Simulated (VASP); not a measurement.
# Cr (Im-3m) in VASP: further runs

Runs on Cr. Level: LDA. Tasks: single point.

Everything below comes from runs of VASP 6.6.1. Logs are shortened: lines on timing, memory, paths and dates and some standing lists are left out, and cuts for length are marked.

## 1. The cell of the first run

Symmetry: Im-3m, No. 229, cubic system. Conventional cell: a = 2.788 Å, b = 2.788 Å, c = 2.788 Å, α = 90.00°, β = 90.00°, γ = 90.00°. Cr (site symmetry m-3m) has 14 Cr at 2.41 to 2.79 Å within 3.2 Å.

## 2. Single point, LDA, collinear spin, ferromagnetic start

The input, INCAR:

```
PREC     = Accurate       # precision mode
ENCUT    = 520            # plane-wave cutoff, eV
EDIFF    = 1E-6           # SCF threshold, eV
ISMEAR   = 1              # smearing method
SIGMA    = 0.2            # smearing width, eV
LREAL    = False          # projectors in reciprocal space
LASPH    = True           # aspherical terms in the spheres
NELM     = 150            # most SCF steps
ALGO     = Normal         # electronic algorithm
ISIF     = 2              # what is computed and relaxed
LWAVE    = False          # write WAVECAR
LCHARG   = False          # write CHGCAR
ISPIN    = 2              # spin polarisation
MAGMOM   = 1.5            # initial moments
LORBIT   = 11             # projections on sites
LMAXMIX  = 4              # l up to which the mixer works
NBANDS   = 16             # bands
```

The input, KPOINTS:

```
regular mesh
0
Gamma
  16 16 16
```

The input, POSCAR:

```
Cr
1.0
   -1.3938676992      1.3938676992      1.3938676992
    1.3938676992     -1.3938676992      1.3938676992
    1.3938676992      1.3938676992     -1.3938676992
Cr
1
Direct
    0.0000000000      0.0000000000      0.0000000000
```

Potentials or basis: VASP PAW LDA potentials, release 64 (Cr_pv).

Command:

```console
$ cat potpaw_LDA.64/Cr_pv/POTCAR > POTCAR
$ mpirun -np 1 vasp_std > vasp.out
```

OUTCAR:

```text
PREC = Accurate
   ENCUT = 520
   EDIFF = 1E-6
   ISMEAR = 1
   LREAL = False
   LASPH = True
   NELM = 150
   ISIF = 2
   ISPIN = 2
   LORBIT = 11

 ion  position               nearest neighbor table
   1  0.000  0.000  0.000-

  LATTYP: Found a body centered cubic cell.
 ALAT       =     2.7877353984

  Lattice vectors:

 A1 = (  -1.3938676992,   1.3938676992,   1.3938676992)
 A2 = (   1.3938676992,  -1.3938676992,   1.3938676992)
 A3 = (   1.3938676992,   1.3938676992,  -1.3938676992)

Analysis of symmetry for initial positions (statically):
=====================================================================
 Subroutine PRICEL returns:
 Original cell was already a primitive cell.

 Routine SETGRP: Setting up the symmetry group for a
 body centered cubic supercell.

 Subroutine GETGRP returns: Found 48 space group operations
 (whereof 48 operations were pure point group operations)
 out of a pool of 48 trial point group operations.

The static configuration has the point symmetry O_h .

Analysis of symmetry for dynamics (positions and initial velocities):
=====================================================================
 Subroutine PRICEL returns:
 Original cell was already a primitive cell.

 Routine SETGRP: Setting up the symmetry group for a
 body centered cubic supercell.

 Subroutine GETGRP returns: Found 48 space group operations
 (whereof 48 operations were pure point group operations)
 out of a pool of 48 trial point group operations.

The dynamic configuration has the point symmetry O_h .

Analysis of structural, dynamic, and magnetic symmetry:
=====================================================================
 Subroutine PRICEL returns:
 Original cell was already a primitive cell.

 Routine SETGRP: Setting up the symmetry group for a
 body centered cubic supercell.

 Subroutine GETGRP returns: Found 48 space group operations
 (whereof 48 operations were pure point group operations)
 out of a pool of 48 trial point group operations.

The overall configuration has the point symmetry O_h .

 Subroutine INISYM returns: Found 48 space group operations
 (whereof 48 operations are pure point group operations),
 and found     1 'primitive' translations

----------------------------------------------------------------------------------------

                                     Primitive cell

  volume of cell :      10.8324

  direct lattice vectors                    reciprocal lattice vectors
[... 101 lines left out ...]
   EFERMI_NEDOS =   21; number of points for ismear=-14 and -15
   IALGO  =     38    algorithm
   IMIX   =      4    mixing-type and parameters
     AMIX     =   0.40;   BMIX     =  1.00
     AMIX_MAG =   1.60;   BMIX_MAG =  1.00
  volume/ion in A,a.u.               =      10.83        73.10
  Fermi-wavevector in a.u.,A,eV,Ry     =   1.693923  3.201051 39.040224  2.869376
  Thomas-Fermi vector in A             =   2.775241
   LORBIT       =     11    0 simple, 1 ext, 2 COOP (PROOUT), +10 PAW based schemes
   GGA     = CA    functional components
   LHFCALC =     F    Hartree Fock is set to
   AEXX    =    0.0000 exact exchange contribution
   IVDW    =     0    specifies the selected vdW correction
   LEPSILON=     F    determine dielectric tensor
   LRPA    =     F    only Hartree local field effects (RPA)
 spin polarized calculation
 Methfessel and Paxton  Order N= 1 SIGMA  =   0.20
  energy-cutoff  :      520.00
  volume of cell :       10.83
 maximum number of plane-waves:       321
 NGX is ok and might be reduce to    18
   NGX =  9   NGY =  9   NGZ =  9

 number of electron      12.0000011 magnetization       0.0001859

 number of electron      12.0000011 magnetization      -0.0000389

 Free energy of the ion-electron system (eV)
  ---------------------------------------------------
  ext. energy  EPLUGINS =         0.00000000
  ---------------------------------------------------
  free energy    TOTEN  =       -10.63050316 eV

  energy without entropy =      -10.63000070  energy(sigma->0) =      -10.63033567

 E-fermi :  11.7157     XC(G=0): -14.3825

 val. band max:       11.7054751751   @ k =  -0.2500   0.2500   0.1250
 cond. band min:      11.7599656524   @ k =   0.3750   0.0625   0.0625
 fundamental gap:      0.0544904774
 Fermi energy:        11.7156646437

 spin component 1

 k-point     1 :       0.0000    0.0000    0.0000
  band No.  band energies     occupation
      1     -30.5020      1.00000
      2     -30.5020      1.00000
      3     -30.5020      1.00000
      4       3.7367      1.00000
      5      10.7342      1.00000
      6      10.7342      1.00000
[... 435 lines left out ...]
      5       9.3070      1.00000
      6      10.0261      1.00000
[... 8 lines left out ...]
     15      42.3847      0.00000
     16      46.9090      0.00000

 [... further k-points ...]

 spin component 2

 k-point     1 :       0.0000    0.0000    0.0000
  band No.  band energies     occupation
      1     -30.5019      1.00000
      2     -30.5019      1.00000
      3     -30.5019      1.00000
      4       3.7366      1.00000
      5      10.7342      1.00000
      6      10.7342      1.00000
[... 435 lines left out ...]
      5       9.3070      1.00000
      6      10.0260      1.00000
[... 8 lines left out ...]
     15      42.3847      0.00000
     16      46.9089      0.00000

 [... further k-points ...]

------------------------ aborting loop because EDIFF is reached ----------------------------------------

  FORCE on cell =-STRESS in cart. coord.  units (eV):
  Direction    XX          YY          ZZ          XY          YZ          ZX
  --------------------------------------------------------------------------------------
  -------------------------------------------------------------------------------------
  Total        0.0135848      0.0135848      0.0135848      0.0000000      0.0000000     -0.0000000
  in kB        2.0092753      2.0092753      2.0092753      0.0000000      0.0000000     -0.0000000
  external PRESSURE =       2.0092753 kB  Pullay stress =       0.0000000 kB

 VOLUME and BASIS-vectors are now :
 -----------------------------------------------------------------------------
  energy-cutoff  :      520.00
  volume of cell :       10.83
      direct lattice vectors                 reciprocal lattice vectors
    -1.393867699  1.393867699  1.393867699     0.000000000  0.358714102  0.358714102
     1.393867699 -1.393867699  1.393867699     0.358714102  0.000000000  0.358714102
     1.393867699  1.393867699 -1.393867699     0.358714102  0.358714102  0.000000000

 POSITION                                       TOTAL-FORCE (eV/Angst)
 -----------------------------------------------------------------------------------
      0.00000      0.00000      0.00000        -0.000000     -0.000000      0.000000
 -----------------------------------------------------------------------------------
    total drift:                                0.000000      0.000000      0.000000

  FREE ENERGIE OF THE ION-ELECTRON SYSTEM (eV)
  ---------------------------------------------------
  free  energy   TOTEN  =       -10.6305031596 eV

  energy  without entropy=      -10.6300006971  energy(sigma->0) =      -10.63033567

 total charge

# of ion       s       p       d       tot
------------------------------------------
    1        0.449   6.441   4.317  11.207

 magnetization (x)

# of ion       s       p       d       tot
------------------------------------------
    1        0.000  -0.000  -0.000  -0.000
```

stdout:

```text
POSCAR found type information on POSCAR Cr
 POSCAR found :  1 types and       1 ions
 scaLAPACK will be used
 LDA part: xc-table for (Slater(with rela. corr.)+CA(PZ))
 , standard interpolation
 POSCAR, INCAR and KPOINTS ok, starting setup
 FFT: planning ... GRIDC
 FFT: planning ... GRID_SOFT
 FFT: planning ... GRID
 WAVECAR not read
 entering main loop
```

Run time: 28 s. Hardware: 1 thread of Intel Xeon 6975P-C, shared host; peak memory 0.15 GiB.

Results:

```
Free energy                                           : -10.6305 eV
Pressure                                              : 0.2 GPa
Band gap on the k mesh                                : zero (filled and empty bands overlap)
Net moment                                            : 0.00 μB per cell
Valence electrons inside the program's atomic spheres : Cr 11.21
```

Caveat: the starting moments collapsed, and a magnetic state may lie lower.

## 3. Single point, LDA, collinear spin, ferromagnetic start

The input, INCAR:

```
SYSTEM = Cr
ALGO = Normal ; EDIFF = 1E-6
ENCUT = 520 ; GGA = CA
ISIF = 2 ; ISMEAR = 1
ISPIN = 2 ; LASPH = .TRUE.
LCHARG = .FALSE. ; LMAXMIX = 4
LORBIT = 11 ; LREAL = .FALSE.
LWAVE = .FALSE. ; MAGMOM = 1.5
NBANDS = 16 ; NELM = 150
PREC = Accurate ; SIGMA = 0.3
```

The input, KPOINTS:

```
k-points
0
G
  16 16 16
  0 0 0
```

POSCAR is that of step 2.

Potentials or basis: VASP PAW LDA potentials, release 64 (Cr_pv).

Command:

```console
$ cat potpaw_LDA.64/Cr_pv/POTCAR > POTCAR
$ mpirun -np 1 vasp_std > vasp.out
```

Wall time 30 s (1 thread of Intel Xeon 6975P-C, shared host); peak memory 0.15 GiB.

The run converged. Its results:

| Property | Result |
| --- | --- |
| Free energy | -10.6301 eV |
| Pressure | 0.1 GPa |
| Band gap on the k mesh | zero (filled and empty bands overlap) |
| Net moment | 0.00 μB per cell |
| Valence electrons inside the program's atomic spheres | Cr 11.21 |

Levels at points of the mesh, in eV from the Fermi level:
Spin up:
```csv
k point,band 3,band 4,band 5,band 6,band 7,band 8,band 9,band 10
"(0.00, 0.00, 0.00)",-42.23,-7.99,-1.00,-1.00,-1.00,1.18,1.18,5.39
"(0.50, 0.00, 0.00)",-42.24,-4.76,-2.69,1.22,1.40,1.56,3.15,5.39
"(0.50, 0.50, 0.50)",-43.02,-4.76,-4.76,2.71,2.71,2.71,5.39,11.23
```
Spin down:
```tsv
k point	band 4	band 5	band 6	band 7	band 8	band 9
(0.00, 0.00, 0.00)	-7.99	-1.00	-1.00	-1.00	1.18	1.18
(0.50, 0.00, 0.00)	-4.76	-2.69	1.22	1.40	1.56	3.15
(0.50, 0.50, 0.50)	-4.76	-4.76	2.71	2.71	2.71	5.39
```

Caveat: the starting moments collapsed, and a magnetic state may lie lower.

## 4. Single point, LDA, collinear spin, ferromagnetic start

The input, INCAR:

```
PREC = Accurate ; ENCUT = 520
EDIFF = 1E-6 ; ISMEAR = 1
SIGMA = 1.0 ; LREAL = False
LASPH = True ; NELM = 150
ALGO = Normal ; ISIF = 2
LWAVE = False ; LCHARG = False
ISPIN = 2 ; MAGMOM = 1.5
LORBIT = 11 ; LMAXMIX = 4
NBANDS = 16
```

The input, KPOINTS:

```
regular mesh
0
Gamma
  16 16 16
```

POSCAR is that of step 3.

Potentials or basis: VASP PAW LDA potentials, release 64 (Cr_pv).

Command:

```console
$ cat potpaw_LDA.64/Cr_pv/POTCAR > POTCAR
$ mpirun -np 1 vasp_std > vasp.out
```

OUTCAR:

```text
PREC = Accurate
   ENCUT = 520
   EDIFF = 1E-6
   ISMEAR = 1
   LREAL = False
   LASPH = True
   NELM = 150
   ISIF = 2
   ISPIN = 2
   LORBIT = 11

 ion  position               nearest neighbor table
   1  0.000  0.000  0.000-

  LATTYP: Found a body centered cubic cell.
 ALAT       =     2.7877353984

  Lattice vectors:

 A1 = (  -1.3938676992,   1.3938676992,   1.3938676992)
 A2 = (   1.3938676992,  -1.3938676992,   1.3938676992)
 A3 = (   1.3938676992,   1.3938676992,  -1.3938676992)

Analysis of symmetry for initial positions (statically):
=====================================================================
 Subroutine PRICEL returns:
 Original cell was already a primitive cell.

 Routine SETGRP: Setting up the symmetry group for a
 body centered cubic supercell.

 Subroutine GETGRP returns: Found 48 space group operations
 (whereof 48 operations were pure point group operations)
 out of a pool of 48 trial point group operations.

The static configuration has the point symmetry O_h .

Analysis of symmetry for dynamics (positions and initial velocities):
=====================================================================
 Subroutine PRICEL returns:
 Original cell was already a primitive cell.

 Routine SETGRP: Setting up the symmetry group for a
 body centered cubic supercell.

 Subroutine GETGRP returns: Found 48 space group operations
 (whereof 48 operations were pure point group operations)
 out of a pool of 48 trial point group operations.

The dynamic configuration has the point symmetry O_h .

Analysis of structural, dynamic, and magnetic symmetry:
=====================================================================
 Subroutine PRICEL returns:
 Original cell was already a primitive cell.

 Routine SETGRP: Setting up the symmetry group for a
 body centered cubic supercell.

 Subroutine GETGRP returns: Found 48 space group operations
 (whereof 48 operations were pure point group operations)
 out of a pool of 48 trial point group operations.

[... 135 lines left out ...]
   NGX =  9   NGY =  9   NGZ =  9

 number of electron      12.0000011 magnetization       0.0001565

 number of electron      12.0000011 magnetization      -0.0000389

 Free energy of the ion-electron system (eV)
  ---------------------------------------------------
  ext. energy  EPLUGINS =         0.00000000
  ---------------------------------------------------
  free energy    TOTEN  =       -10.58305623 eV

  energy without entropy =      -10.72402504  energy(sigma->0) =      -10.63004583

 E-fermi :  11.6905     XC(G=0): -14.3830

 val. band max:       11.6901348634   @ k =  -0.1875   0.1875   0.1250
 cond. band min:      11.6932003634   @ k =  -0.3125   0.3125   0.1875
 fundamental gap:      0.0030655000
 Fermi energy:        11.6904867459

 spin component 1

 k-point     1 :       0.0000    0.0000    0.0000
  band No.  band energies     occupation
      1     -30.5160      1.00000
      2     -30.5160      1.00000
      3     -30.5160      1.00000
      4       3.7357      1.00000
      5      10.7254      1.02111
      6      10.7254      1.02111
[... 435 lines left out ...]
      5       9.2997      1.00186
      6      10.0197      1.01984
[... 8 lines left out ...]
     15      42.3829      0.00000
     16      46.9076      0.00000

 [... further k-points ...]

 spin component 2

 k-point     1 :       0.0000    0.0000    0.0000
  band No.  band energies     occupation
      1     -30.5159      1.00000
      2     -30.5159      1.00000
      3     -30.5159      1.00000
      4       3.7357      1.00000
      5      10.7254      1.02111
      6      10.7254      1.02111
[... 435 lines left out ...]
      5       9.2997      1.00186
      6      10.0196      1.01984
[... 8 lines left out ...]
     15      42.3828      0.00000
     16      46.9075      0.00000

 [... further k-points ...]

------------------------ aborting loop because EDIFF is reached ----------------------------------------

  FORCE on cell =-STRESS in cart. coord.  units (eV):
  Direction    XX          YY          ZZ          XY          YZ          ZX
  --------------------------------------------------------------------------------------
  -------------------------------------------------------------------------------------
  Total       -0.1299541     -0.1299541     -0.1299541     -0.0000000     -0.0000000      0.0000000
  in kB      -19.2210020    -19.2210020    -19.2210020     -0.0000000     -0.0000000      0.0000000
  external PRESSURE =     -19.2210020 kB  Pullay stress =       0.0000000 kB

 VOLUME and BASIS-vectors are now :
 -----------------------------------------------------------------------------
  energy-cutoff  :      520.00
  volume of cell :       10.83
      direct lattice vectors                 reciprocal lattice vectors
    -1.393867699  1.393867699  1.393867699     0.000000000  0.358714102  0.358714102
     1.393867699 -1.393867699  1.393867699     0.358714102  0.000000000  0.358714102
     1.393867699  1.393867699 -1.393867699     0.358714102  0.358714102  0.000000000

 POSITION                                       TOTAL-FORCE (eV/Angst)
 -----------------------------------------------------------------------------------
      0.00000      0.00000      0.00000        -0.000000      0.000000     -0.000000
 -----------------------------------------------------------------------------------
    total drift:                                0.000000      0.000000      0.000000

  FREE ENERGIE OF THE ION-ELECTRON SYSTEM (eV)
  ---------------------------------------------------
  free  energy   TOTEN  =       -10.5830562252 eV

  energy  without entropy=      -10.7240250431  energy(sigma->0) =      -10.63004583

 total charge

# of ion       s       p       d       tot
------------------------------------------
    1        0.449   6.439   4.319  11.207

 magnetization (x)

# of ion       s       p       d       tot
------------------------------------------
    1        0.000  -0.000  -0.000  -0.000
```

Wall time 28 s (1 thread of Intel Xeon 6975P-C, shared host); peak memory 0.15 GiB.

What came out:

| Quantity | Value |
| --- | --- |
| Free energy | -10.5831 eV |
| Pressure | -1.9 GPa |
| Band gap on the k mesh | zero (filled and empty bands overlap) |
| Net moment | 0.00 μB per cell |
| Valence electrons inside the program's atomic spheres | Cr 11.21 |

Caveat: the starting moments collapsed, and a magnetic state may lie lower.
